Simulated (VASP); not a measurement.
# WS2 (P6_3/mmc) in VASP: notebook, part 2 of 2

VASP 6.6.1. Earlier steps stand in the parts before.

### Step 3. Single point, PBE+D3(BJ) (strain +0.080 along x and y, +0.000 along z)

The input, INCAR:

```
SYSTEM = WS2
PREC = Accurate ; ENCUT = 520
EDIFF = 1E-7 ; ISMEAR = 0
SIGMA = 0.05 ; LREAL = .FALSE.
LASPH = .TRUE. ; NELM = 80
ALGO = Normal ; ISIF = 2
LWAVE = .FALSE. ; LCHARG = .FALSE.
GGA = PE ; IVDW = 12
NBANDS = 35
```

The input, KPOINTS:

```
regular mesh
0
G
  12 12 4
  0 0 0
```

The input, POSCAR:

```
WS2
1.0
    3.4065426778      0.0000000000      0.0000000000
   -1.7032713389      2.9501524981      0.0000000000
    0.0000000000      0.0000000000     12.1399091344
W S
2 4
Direct
    0.3333333333      0.6666666667      0.2500000000
    0.6666666667      0.3333333333      0.7500000000
    0.3333333333      0.6666666667      0.6202874207
    0.6666666667      0.3333333333      0.1202874207
    0.3333333333      0.6666666667      0.8797125793
    0.6666666667      0.3333333333      0.3797125793
```

Potentials or basis: VASP PAW PBE potentials, release 64 (W_sv, S).

Started as:

```bash
$ cat potpaw_PBE.64/W_sv/POTCAR potpaw_PBE.64/S/POTCAR > POTCAR
$ mpirun -np 1 vasp_std > vasp.out
```

OUTCAR:

```text
SYSTEM = WS2
   PREC = Accurate
   ENCUT = 520
   EDIFF = 1E-7
   ISMEAR = 0
   LREAL = .FALSE.
   LASPH = .TRUE.
   NELM = 80
   ISIF = 2
   GGA = PE
   IVDW = 12
 IVDW          = 12

 ion  position               nearest neighbor table
   1  0.333  0.667  0.250-   4 2.52   6 2.52   4 2.52   6 2.52   4 2.52   6 2.52
   2  0.667  0.333  0.750-   3 2.52   5 2.52   3 2.52   5 2.52   3 2.52   5 2.52
   3  0.333  0.667  0.620-   2 2.52   2 2.52   2 2.52
   4  0.667  0.333  0.120-   1 2.52   1 2.52   1 2.52
   5  0.333  0.667  0.880-   2 2.52   2 2.52   2 2.52
   6  0.667  0.333  0.380-   1 2.52   1 2.52   1 2.52

  LATTYP: Found a hexagonal cell.
 ALAT       =     3.4065426778
 C/A-ratio  =     3.5637038143

  Lattice vectors:

 A1 = (   3.4065426778,   0.0000000000,   0.0000000000)
 A2 = (  -1.7032713389,   2.9501524981,   0.0000000000)
 A3 = (   0.0000000000,   0.0000000000,  12.1399091344)

Analysis of symmetry for initial positions (statically):
=====================================================================
 Subroutine PRICEL returns:
 Original cell was already a primitive cell.

 Routine SETGRP: Setting up the symmetry group for a
 hexagonal supercell.

 Subroutine GETGRP returns: Found 24 space group operations
[... 182 lines left out ...]

 k-point     1 :       0.0000    0.0000    0.0000
  band No.  band energies     occupation
      1     -69.0378      2.00000
      2     -69.0378      2.00000
      3     -33.1257      2.00000
      4     -33.1257      2.00000
      5     -33.1257      2.00000
      6     -33.1257      2.00000
[... 901 lines left out ...]
     34       9.1848      0.00000
     35      11.0042      0.00000

 [... further k-points ...]

------------------------ aborting loop because EDIFF is reached ----------------------------------------

 Edisp (eV)   -2.22323

 E8    (eV) :    -0.9334

  FORCE on cell =-STRESS in cart. coord.  units (eV):
  Direction    XX          YY          ZZ          XY          YZ          ZX
  --------------------------------------------------------------------------------------
  -------------------------------------------------------------------------------------
  Total     -16.02909   -16.02909    -8.57408     0.00000    -0.00000     0.00000
  in kB    -210.49690  -210.49690  -112.59640     0.00000    -0.00000     0.00000
  external pressure =     -177.86 kB  Pullay stress =        0.00 kB

 VOLUME and BASIS-vectors are now :
 -----------------------------------------------------------------------------
  energy-cutoff  :      520.00
  volume of cell :      122.00
      direct lattice vectors                 reciprocal lattice vectors
     3.406542678  0.000000000  0.000000000     0.293552758  0.169482764  0.000000000
    -1.703271339  2.950152498  0.000000000     0.000000000  0.338965528  0.000000000
     0.000000000  0.000000000 12.139909134     0.000000000  0.000000000  0.082372939

 POSITION                                       TOTAL-FORCE (eV/Angst)
 -----------------------------------------------------------------------------------
     -0.00000      1.96677      3.03498         0.000000     -0.000000      0.000000
      1.70327      0.98338      9.10493        -0.000000     -0.000000      0.000000
     -0.00000      1.96677      7.53023         0.000000     -0.000000      1.347970
      1.70327      0.98338      1.46028        -0.000000      0.000000      1.347970
     -0.00000      1.96677     10.67963         0.000000     -0.000000     -1.347970
      1.70327      0.98338      4.60968        -0.000000      0.000000     -1.347970
 -----------------------------------------------------------------------------------
    total drift:                               -0.000000      0.000000     -0.000000

  FREE ENERGIE OF THE ION-ELECTRON SYSTEM (eV)
  ---------------------------------------------------
  free  energy   TOTEN  =       -48.4922565049 eV

  energy  without entropy=      -48.4922565049  energy(sigma->0) =      -48.49225650
```

It took 2.5 min on 1 thread of AMD EPYC 9R45 (Zen 5), shared host; peak memory 0.34 GiB.

Results:

```yaml
Free_energy: -48.4923 eV
Pressure: -17.8 GPa
Largest_force: 1.348 eV/Å
Band_gap_on_the_k_mesh: 0.46 eV (least direct gap 1.17 eV)
Dispersion_energy_per_atom: -0.371 eV
```

Forces in eV/Å, atoms in the order of the input:
```
W    0.000  0.000  0.000
W    0.000  0.000  0.000
S    0.000  0.000  1.348
S    0.000  0.000  1.348
S    0.000  0.000 -1.348
S    0.000  0.000 -1.348
```

Stress tensor (GPa, compression positive):
```
-21.05   0.00   0.00
  0.00 -21.05   0.00
  0.00   0.00 -11.26
```

Caveat: the cell differs from its parent crystal (strain +0.080 along x and y, +0.000 along z); the stress differs along the axes, from -21 to -11 GPa; spin-orbit coupling is left out, which moves the levels of the heavy elements; forces of over 1 eV/Å act on the atoms, so gaps and moduli don't describe the material at rest. A k mesh can miss the band edges.

### Step 4. Single point, PBE+D3(BJ) (strain +0.040 along x and y, +0.080 along z)

The input, INCAR:

```
SYSTEM = WS2
PREC = Accurate ; ENCUT = 520
EDIFF = 1E-6 ; ISMEAR = 0
SIGMA = 0.05 ; LREAL = .False.
LASPH = .True. ; NELM = 100
ALGO = Normal ; ISIF = 2
LWAVE = .False. ; LCHARG = .False.
GGA = PE ; IVDW = 12
NBANDS = 35
```

The input, KPOINTS:

```
Automatic mesh
0
Gamma
  12 12 4
  0 0 0
```

Changes to POSCAR since step 3:

```diff
@@ -2,5 +2,5 @@
 1.0
-    3.4065426778      0.0000000000      0.0000000000
-   -1.7032713389      2.9501524981      0.0000000000
-    0.0000000000      0.0000000000     12.1399091344
+    3.2803744305      0.0000000000      0.0000000000
+   -1.6401872153      2.8408875907      0.0000000000
+    0.0000000000      0.0000000000     13.1111018652
 W S
```

Started as:

```bash
$ cat potpaw_PBE.64/W_sv/POTCAR potpaw_PBE.64/S/POTCAR > POTCAR
$ mpirun -np 1 vasp_std > vasp.out
```

Run time: 1.9 min. Hardware: 1 thread of AMD EPYC 9R45 (Zen 5), shared host; peak memory 0.32 GiB.

It converged, with:

| Item | Value |
| --- | --- |
| Free energy | -48.5277 eV |
| Pressure | -18.9 GPa |
| Largest force | 2.526 eV/Å |
| Band gap on the k mesh | 1.09 eV (least direct gap 1.69 eV) |
| Dispersion energy per atom | -0.370 eV |

Forces on the atoms (eV/Å):
```
W    0.000  0.000  0.000
W    0.000  0.000  0.000
S    0.000  0.000  2.526
S    0.000  0.000  2.526
S    0.000  0.000 -2.526
S    0.000  0.000 -2.526
```

Stress tensor (GPa, compression positive):
```
-16.29   0.00   0.00
  0.00 -16.29   0.00
  0.00   0.00 -24.25
```

Levels at points of the mesh, in eV from the valence-band top:
| k point | band 22 | band 23 | band 24 | band 25 | band 26 | band 27 | band 28 | band 29 | band 30 | band 31 |
| --- | --- | --- | --- | --- | --- | --- | --- | --- | --- | --- |
| (0.00, 0.00, 0.00) | -1.39 | -1.39 | -1.35 | -0.81 | 0.00 | 2.14 | 2.14 | 2.27 | 2.27 | 2.32 |
| (0.50, 0.00, 0.00) | -2.34 | -1.35 | -1.18 | -1.14 | -1.02 | 2.32 | 2.35 | 2.49 | 2.73 | 2.97 |
| (0.00, 0.00, 0.50) | -1.42 | -1.42 | -1.42 | -0.22 | -0.22 | 2.20 | 2.20 | 2.20 | 2.20 | 2.34 |
| (0.50, 0.00, 0.50) | -2.45 | -1.27 | -1.27 | -1.07 | -1.07 | 2.33 | 2.33 | 2.62 | 2.62 | 3.29 |

Caveat: the cell differs from its parent crystal (strain +0.040 along x and y, +0.080 along z); the stress differs along the axes, from -24 to -16 GPa; spin-orbit coupling is left out, which moves the levels of the heavy elements; forces of over 1 eV/Å act on the atoms, so gaps and moduli don't describe the material at rest. A k mesh can miss the band edges.

### Step 5. Single point, PBE+D3(BJ) (strain +0.080 along x and y, +0.040 along z)

The input, INCAR:

```
SYSTEM = WS2
ALGO = Normal
EDIFF = 1E-6
ENCUT = 520
GGA = PE
ISIF = 2
ISMEAR = 0
IVDW = 12
LASPH = .TRUE.
LCHARG = .TRUE.
LELF = .TRUE.
LREAL = .FALSE.
LVHAR = .TRUE.
LWAVE = .FALSE.
NBANDS = 35
NELM = 100
PREC = Accurate
SIGMA = 0.05
```

The input, KPOINTS:

```
k-points
0
G
  12 12 4
  0 0 0
```

Changes to POSCAR since step 4:

```diff
@@ -2,5 +2,5 @@
 1.0
-    3.2803744305      0.0000000000      0.0000000000
-   -1.6401872153      2.8408875907      0.0000000000
-    0.0000000000      0.0000000000     13.1111018652
+    3.4065426778      0.0000000000      0.0000000000
+   -1.7032713389      2.9501524981      0.0000000000
+    0.0000000000      0.0000000000     12.6255054998
 W S
```

Started as:

```bash
$ cat potpaw_PBE.64/W_sv/POTCAR potpaw_PBE.64/S/POTCAR > POTCAR
$ mpirun -np 1 vasp_std > vasp.out
```

Run time: 2.4 min. Hardware: 1 thread of AMD EPYC 9R45 (Zen 5), shared host; peak memory 0.35 GiB.

The run converged. Its results:

- Free energy: -48.0297 eV
- Pressure: -21.0 GPa
- Largest force: 2.166 eV/Å
- Band gap on the k mesh: 0.81 eV (least direct gap 1.26 eV)
- Dispersion energy per atom: -0.355 eV

Forces in eV/Å, atoms in the order of the input:
```
W    0.000  0.000  0.000
W    0.000  0.000  0.000
S    0.000  0.000  2.166
S    0.000  0.000  2.166
S    0.000  0.000 -2.166
S    0.000  0.000 -2.166
```

Stress tensor (GPa, compression positive):
```
-22.05   0.00   0.00
  0.00 -22.05   0.00
  0.00   0.00 -18.95
```

Levels at points of the mesh, in eV from the valence-band top:
```
           k point  band 22  band 23  band 24  band 25  band 26  band 27  band 28  band 29  band 30  band 31
(0.00, 0.00, 0.00)    -2.04    -2.04    -1.13    -0.64     0.00     1.73     1.73     1.78     1.78     1.80
(0.50, 0.00, 0.00)    -2.29    -2.02    -1.81    -1.35    -1.13     1.55     1.59     1.87     1.96     2.58
(0.00, 0.00, 0.50)    -2.08    -2.08    -2.08    -0.15    -0.15     1.75     1.75     1.75     1.75     1.85
(0.50, 0.00, 0.50)    -2.43    -1.92    -1.92    -1.22    -1.22     1.57     1.57     1.92     1.92     2.90
```

Caveat: the cell differs from its parent crystal (strain +0.080 along x and y, +0.040 along z); the cell stands under tension; spin-orbit coupling is left out, which moves the levels of the heavy elements; forces of over 1 eV/Å act on the atoms, so gaps and moduli don't describe the material at rest. A k mesh can miss the band edges.

### Step 6. Summary

```tsv
cell	gap on the mesh (eV)	pressure (GPa)	largest force (eV/Å)
a = 3.280, b = 3.280, c = 12.626 Å, angles 90.0, 90.0, 120.0°, 6 atoms	1.00	-15.4	1.72
a = 3.407, b = 3.407, c = 12.140 Å, angles 90.0, 90.0, 120.0°, 6 atoms	0.46	-17.8	1.35
a = 3.280, b = 3.280, c = 13.111 Å, angles 90.0, 90.0, 120.0°, 6 atoms	1.09	-18.9	2.53
a = 3.407, b = 3.407, c = 12.626 Å, angles 90.0, 90.0, 120.0°, 6 atoms	0.81	-21.0	2.17
```

Alike in all rows: task single point; level PBE+D3(BJ); potentials or basis VASP PAW PBE potentials, release 64 (W_sv, S); no spin polarisation; k mesh 12 × 12 × 4; cutoff (eV) 520; smearing gaussian 0.05 eV.

Caveats: spin-orbit coupling is left out, which moves the levels of the heavy elements; forces of over 1 eV/Å act on the atoms, so gaps and moduli don't describe the material at rest; the cell stands under tension (at least some runs); the stress differs along the axes, from -21 to -11 GPa (at least some runs); the stress differs along the axes, from -24 to -16 GPa (at least some runs).

Absolute energies hang on the potentials; compare differences alone.
